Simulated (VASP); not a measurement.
# As: single point with PBE

The system is As.

```
As
1.0
     0.00000    2.15854    2.15854
     2.15854    0.00000    2.15854
     2.15854    2.15854    0.00000
As
1
Direct
  0.00000 0.00000 0.00000
```

This cell differs from its parent crystal: volume scaled by 1.04.

* Program: VASP 6.6.1
* Task: single point
* Functional: PBE
* Potentials or basis: VASP PAW PBE potentials, release 64 (As)
* Cutoff: 520 eV
* k mesh: 21 × 21 × 21
* Occupations: fermi-dirac, width 0.1 eV
* Spin: no spin polarisation
* Dipole correction: no
* Further INCAR settings: ALGO = Normal; EDIFF = 1e-06; NBANDS = 8

- Pressure: -2.9 GPa

Levels at points of the mesh, in eV from the Fermi level:
```csv
k point,band 1,band 2,band 3,band 4,band 5,band 6
"(0.00, 0.00, 0.00)",-14.69,5.32,5.32,5.32,12.12,12.12
```

Run time: 32 s on 1 thread of Intel Xeon 8259CL (shared host), peak memory 0.17 GiB.
